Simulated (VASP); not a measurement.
# WC (Qusongite) (P-6m2) in VASP: notebook

WC (Qusongite) is run at these levels: LDA; tasks: single point.

Program: VASP 6.6.1. These are calculated values, not measurements. Logs are shortened: lines on timing, memory, paths and dates and some standing lists are left out, and cuts for length are marked.

## Step 1: The cell of the first run

The structure is hexagonal, space group P-6m2 (No. 187). The conventional cell has a = 2.887 Å, b = 2.887 Å, c = 2.818 Å, α = 90.00°, β = 90.00°, γ = 120.00°. Within 2.9 Å of W (site symmetry -6m2) lie 6 C at 2.18 Å and 8 W at 2.82 to 2.89 Å. C (site symmetry -6m2) has 6 W at 2.18 Å and 8 C at 2.82 to 2.89 Å within 2.9 Å.

## Step 2: Single point, LDA

File INCAR:

```
SYSTEM = WC
  ALGO = Normal
  EDIFF = 1E-6
  ENCUT = 520
  GGA = CA
  ISIF = 2
  ISMEAR = -1
  LASPH = .True.
  LCHARG = .True.
  LELF = .True.
  LREAL = .False.
  LVHAR = .True.
  LWAVE = .False.
  NBANDS = 16
  NELM = 60
  PREC = Accurate
  SIGMA = 0.05
```

File KPOINTS:

```
k-points
0
Gamma
  10 10 9
  0 0 0
```

File POSCAR:

```
WC
1.0
    2.8869927008      0.0000000000      0.0000000000
   -1.4434963504      2.5002090195      0.0000000000
    0.0000000000      0.0000000000      2.8175618425
W C
1 1
Direct
    0.0000000000      0.0000000000      0.0000000000
    0.6666666667      0.3333333333      0.5000000000
```

Potentials or basis: VASP PAW LDA potentials, release 64 (W_sv, C).

The run is started by

```console
$ cat potpaw_LDA.64/W_sv/POTCAR potpaw_LDA.64/C/POTCAR > POTCAR
$ mpirun -np 1 vasp_std > vasp.out
```

OUTCAR:

```text
SYSTEM = WC
   EDIFF = 1E-6
   ENCUT = 520
   GGA = CA
   ISIF = 2
   ISMEAR = -1
   LASPH = .True.
   LREAL = .False.
   NELM = 60
   PREC = Accurate

 ion  position               nearest neighbor table
   1  0.000  0.000  0.000-   2 2.18   2 2.18   2 2.18   2 2.18   2 2.18   2 2.18
   2  0.667  0.333  0.500-   1 2.18   1 2.18   1 2.18   1 2.18   1 2.18   1 2.18

  LATTYP: Found a hexagonal cell.
 ALAT       =     2.8869927008
 C/A-ratio  =     0.9759504559

  Lattice vectors:

 A1 = (   2.8869927008,   0.0000000000,   0.0000000000)
 A2 = (  -1.4434963504,   2.5002090195,   0.0000000000)
 A3 = (   0.0000000000,   0.0000000000,   2.8175618425)

Analysis of symmetry for initial positions (statically):
=====================================================================
 Subroutine PRICEL returns:
 Original cell was already a primitive cell.

 Routine SETGRP: Setting up the symmetry group for a
 hexagonal supercell.

 Subroutine GETGRP returns: Found 12 space group operations
 (whereof 12 operations were pure point group operations)
 out of a pool of 24 trial point group operations.

The static configuration has the point symmetry D_3h.

Analysis of symmetry for dynamics (positions and initial velocities):
=====================================================================
 Subroutine PRICEL returns:
 Original cell was already a primitive cell.

 Routine SETGRP: Setting up the symmetry group for a
 hexagonal supercell.

 Subroutine GETGRP returns: Found 12 space group operations
 (whereof 12 operations were pure point group operations)
 out of a pool of 24 trial point group operations.

The dynamic configuration has the point symmetry D_3h.

 Subroutine INISYM returns: Found 12 space group operations
 (whereof 12 operations are pure point group operations),
 and found     1 'primitive' translations

----------------------------------------------------------------------------------------

                                     Primitive cell

  volume of cell :      20.3374

  direct lattice vectors                    reciprocal lattice vectors
     2.886992701  0.000000000  0.000000000     0.346381201  0.199983280  0.000000000
    -1.443496350  2.500209020  0.000000000     0.000000000  0.399966560  0.000000000
     0.000000000  0.000000000  2.817561842     0.000000000  0.000000000  0.354916788

  length of vectors
     2.886992701  2.886992701  2.817561842     0.399966560  0.399966560  0.354916788

  position of ions in fractional coordinates (direct lattice)
     0.000000000  0.000000000  0.000000000
     0.666666667  0.333333333  0.500000000

  ion indices of the primitive-cell ions
   primitive index   ion index
                 1           1
                 2           2

----------------------------------------------------------------------------------------

 KPOINTS: k-points

Automatic generation of k-mesh.
 Grid dimensions read from file:
 generate k-points for:   10   10    9

 Generating k-lattice:

  Cartesian coordinates                     Fractional coordinates (reciprocal lattice)
     0.034638120  0.019998328  0.000000000     0.100000000  0.000000000  0.000000000
     0.000000000  0.039996656  0.000000000     0.000000000  0.100000000  0.000000000
     0.000000000  0.000000000  0.039435199     0.000000000  0.000000000  0.111111111

  Length of vectors
     0.039996656  0.039996656  0.039435199

  Shift w.r.t. Gamma in fractional coordinates (k-lattice)
     0.000000000  0.000000000  0.000000000

 Subroutine IBZKPT returns following result:
 ===========================================

 Found     70 irreducible k-points:

 Following reciprocal coordinates:
            Coordinates               Weight
  0.000000  0.000000  0.000000      1.000000
  0.100000  0.000000  0.000000      6.000000
  0.200000  0.000000  0.000000      6.000000
  0.300000  0.000000  0.000000      6.000000
  0.400000  0.000000  0.000000      6.000000
  0.500000  0.000000  0.000000      3.000000
[... 16 lines left out ...]
  0.300000  0.100000  0.111111     24.000000
  0.400000  0.100000  0.111111     24.000000
 [... further k-points ...]
   k-points           NKPTS =     70   k-points in BZ     NKDIM =     70   number of bands    NBANDS=     16
   number of dos      NEDOS =    301   number of ions     NIONS =      2
   total plane-waves  NPLWV =  13824
   dimension x,y,z NGX =    24 NGY =   24 NGZ =   24
   dimension x,y,z NGXF=    48 NGYF=   48 NGZF=   48
   ions per type =               1   1
   NGX,Y,Z   is equivalent  to a cutoff of  13.82, 13.82, 14.16 a.u.
   NGXF,Y,Z  is equivalent  to a cutoff of  27.64, 27.64, 28.32 a.u.
 SYSTEM =  WC
   PREC   = accura    normal or accurate (medium, high low for compatibility)
   ISTART =      0    job   : 0-new  1-cont  2-samecut
   ICHARG =      2    charge: 1-file 2-atom 10-const
   ISPIN  =      1    spin polarized calculation?
   LNONCOLLINEAR =      F non collinear calculations
   LSORBIT =      F    spin-orbit coupling
   LASPH  =      T    aspherical Exc in radial PAW
   ENCUT  =  520.0 eV  38.22 Ry    6.18 a.u.   5.37  5.37  5.24*2*pi/ulx,y,z
   NELM   =     60;   NELMIN=  2; NELMDL= -5     # of ELM steps
   EDIFF  = 0.1E-05   stopping-criterion for ELM
   LREAL  =      F    real-space projection
   EDIFFG = 0.1E-04   stopping-criterion for IOM
   NSW    =      0    number of steps for IOM
   IBRION =     -1    ionic relax: 0-MD 1-quasi-New 2-CG
   NFREE  =      0    steps in history (QN), initial steepest desc. (CG)
   ISIF   =      2    stress and relaxation
   ISYM   =      2    0-nonsym 1-usesym 2-fastsym
   POTIM  = 0.5000    time-step for ionic-motion
   TEBEG  =    0.0;   TEEND  =   0.0 temperature during run
   PSTRESS=    0.0 pullay stress
   NELECT =      18.0000    total number of electrons
   NUPDOWN=      -1.0000    fix difference up-down
   EMIN   =  10.00;   EMAX   =-10.00  energy-range for DOS
   EFERMI =   0.00;   METHOD = LEGACY
   ISMEAR =    -1;   SIGMA  =   0.05  broadening in eV -4-tet -1-fermi 0-gaus
   EFERMI_NEDOS =   21; number of points for ismear=-14 and -15
   IALGO  =     38    algorithm
   IMIX   =      4    mixing-type and parameters
     AMIX     =   0.40;   BMIX     =  1.00
     AMIX_MAG =   1.60;   BMIX_MAG =  1.00
  volume/ion in A,a.u.               =      10.17        68.62
  Fermi-wavevector in a.u.,A,eV,Ry     =   1.571812  2.970293 33.614444  2.470592
  Thomas-Fermi vector in A             =   2.673340
   LORBIT       =      0    0 simple, 1 ext, 2 COOP (PROOUT), +10 PAW based schemes
   GGA     = CA    functional components
   LHFCALC =     F    Hartree Fock is set to
   AEXX    =    0.0000 exact exchange contribution
   IVDW    =     0    specifies the selected vdW correction
   LEPSILON=     F    determine dielectric tensor
   LRPA    =     F    only Hartree local field effects (RPA)
 non-spin polarized calculation
  energy-cutoff  :      520.00
  volume of cell :       20.34
 maximum number of plane-waves:       569
 NGX is ok and might be reduce to    24
   NGX = 11   NGY = 11   NGZ = 11

 number of electron      18.0000001 magnetization

 Free energy of the ion-electron system (eV)
  ---------------------------------------------------
  ext. energy  EPLUGINS =         0.00000000
  ---------------------------------------------------
  free energy    TOTEN  =       -24.70448299 eV

  energy without entropy =      -24.70252768  energy(sigma->0) =      -24.70350533

 E-fermi :  11.2529     XC(G=0): -14.0898

 val. band max:       11.2459674685   @ k =   0.1000   0.0000   0.3333
 cond. band min:      11.3039594687   @ k =   0.4000   0.2000   0.0000
 fundamental gap:      0.0579920001
 Fermi energy:        11.2528681588

 k-point     1 :       0.0000    0.0000    0.0000
  band No.  band energies     occupation
      1     -62.2170      2.00000
      2     -26.4647      2.00000
      3     -26.3458      2.00000
      4     -26.3458      2.00000
      5      -3.1543      2.00000
      6       6.8406      2.00000
[... 8 lines left out ...]
     15      25.8832      0.00000
     16      28.2344      0.00000

 k-point     2 :       0.1000    0.0000    0.0000
  band No.  band energies     occupation
      1     -62.2107      2.00000
      2     -26.4530      2.00000
      3     -26.4358      2.00000
      4     -26.3661      2.00000
      5      -2.8846      2.00000
      6       6.8775      2.00000
[... 8 lines left out ...]
     15      25.3871      0.00000
     16      28.7884      0.00000

 k-point     3 :       0.2000    0.0000    0.0000
  band No.  band energies     occupation
      1     -62.1941      2.00000
      2     -26.6660      2.00000
      3     -26.4224      2.00000
      4     -26.4189      2.00000
      5      -2.1450      2.00000
      6       6.1786      2.00000
[... 8 lines left out ...]
     15      25.1600      0.00000
     16      29.9107      0.00000

 k-point     4 :       0.3000    0.0000    0.0000
  band No.  band energies     occupation
      1     -62.1736      2.00000
      2     -26.9405      2.00000
      3     -26.4834      2.00000
      4     -26.3844      2.00000
      5      -1.1306      2.00000
      6       5.2139      2.00000
[... 8 lines left out ...]
     15      26.1052      0.00000
     16      28.9341      0.00000
[... 324 lines left out ...]
 k-point    22 :       0.2000    0.1000    0.1111
  band No.  band energies     occupation
      1     -62.1754      2.00000
      2     -26.8139      2.00000
      3     -26.4924      2.00000
      4     -26.4743      2.00000
      5      -1.2678      2.00000
      6       5.7416      2.00000
[... 8 lines left out ...]
     15      25.0583      0.00000
     16      29.2713      0.00000

 k-point    23 :       0.3000    0.1000    0.1111
  band No.  band energies     occupation
      1     -62.1569      2.00000
      2     -27.0401      2.00000
      3     -26.5483      2.00000
      4     -26.4556      2.00000
      5      -0.3167      2.00000
      6       4.8801      2.00000
[... 8 lines left out ...]
     15      25.8062      0.00000
     16      28.1360      0.00000

 k-point    24 :       0.4000    0.1000    0.1111
  band No.  band energies     occupation
      1     -62.1454      2.00000
      2     -27.1765      2.00000
      3     -26.5936      2.00000
      4     -26.4328      2.00000
      5       0.3822      2.00000
      6       4.3230      2.00000
[... 8 lines left out ...]
     15      24.9454      0.00000
     16      28.9533      0.00000

 [... further k-points ...]

------------------------ aborting loop because EDIFF is reached ----------------------------------------

  FORCE on cell =-STRESS in cart. coord.  units (eV):
  Direction    XX          YY          ZZ          XY          YZ          ZX
  --------------------------------------------------------------------------------------
  -------------------------------------------------------------------------------------
  Total        0.1625308      0.1625308      0.0599212      0.0000000      0.0000000      0.0000000
  in kB       12.8041499     12.8041499      4.7205820      0.0000000      0.0000000      0.0000000
  external PRESSURE =      10.1096272 kB  Pullay stress =       0.0000000 kB

 VOLUME and BASIS-vectors are now :
 -----------------------------------------------------------------------------
  energy-cutoff  :      520.00
  volume of cell :       20.34
      direct lattice vectors                 reciprocal lattice vectors
     2.886992701  0.000000000  0.000000000     0.346381201  0.199983280  0.000000000
    -1.443496350  2.500209020  0.000000000     0.000000000  0.399966560  0.000000000
     0.000000000  0.000000000  2.817561842     0.000000000  0.000000000  0.354916788

 POSITION                                       TOTAL-FORCE (eV/Angst)
 -----------------------------------------------------------------------------------
      0.00000      0.00000      0.00000         0.000000      0.000000      0.000000
      1.44350      0.83340      1.40878        -0.000000      0.000000      0.000000
 -----------------------------------------------------------------------------------
    total drift:                                0.000000     -0.000000      0.000000

  FREE ENERGIE OF THE ION-ELECTRON SYSTEM (eV)
  ---------------------------------------------------
  free  energy   TOTEN  =       -24.7044829868 eV

  energy  without entropy=      -24.7025276775  energy(sigma->0) =      -24.70350533
```

It took 14 s on 1 thread of Intel Xeon Platinum 8259CL at 2.50GHz (Skylake/Cascade Lake), shared host; peak memory 0.14 GiB.

Results:

```
Free energy            : -24.7045 eV
Pressure               : 1.0 GPa
Band gap on the k mesh : zero (band 9 reaches 11.94 eV, above the bottom of band 10 at 10.68 eV)
```

Levels at points of the mesh, in eV from the Fermi level:
```
           k point  band 6  band 7  band 8  band 9  band 10  band 11  band 12  band 13
(0.00, 0.00, 0.00)   -4.41   -3.39   -3.39    0.15     3.30     3.30     5.74     5.74
(0.50, 0.00, 0.00)   -7.03   -3.69   -3.64   -0.42     2.38     4.65     5.03     6.97
```

Caveat: spin-orbit coupling is left out, which moves the levels of the heavy elements.

[end of part 1 of 2]
